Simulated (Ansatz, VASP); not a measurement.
**Two plane-wave programs on Pd**

```
Pd
1.0
     0.00000    1.97347    1.97347
     1.97347    0.00000    1.97347
     1.97347    1.97347    0.00000
Pd
1
Cartesian
  0.0000 0.0000 0.0000
```

Alike in both runs: task single point; functional PBE; k mesh 14 × 14 × 14; no spin polarisation.

|  | VASP | Ansatz |
| --- | --- | --- |
| version | VASP 6.6.1 | Ansatz 0.2.0 |
| potentials or method | VASP PAW PBE potentials, release 64 (Pd), cutoff 520 eV | plane waves (420 eV) with PAW, scalar-relativistic |
| occupations | methfessel-paxton of order 1, width 0.03 eV | cold, width 0.03 eV |
| valence electrons in the cell | 10 | 18 |

```csv
,VASP,Ansatz,Ansatz less VASP
pressure (GPa),-0.7,-0.5,+0.28
```

VASP's potentials hold 10 valence electrons a cell and Ansatz's 18, so a difference there can come from the potentials and not from the codes.
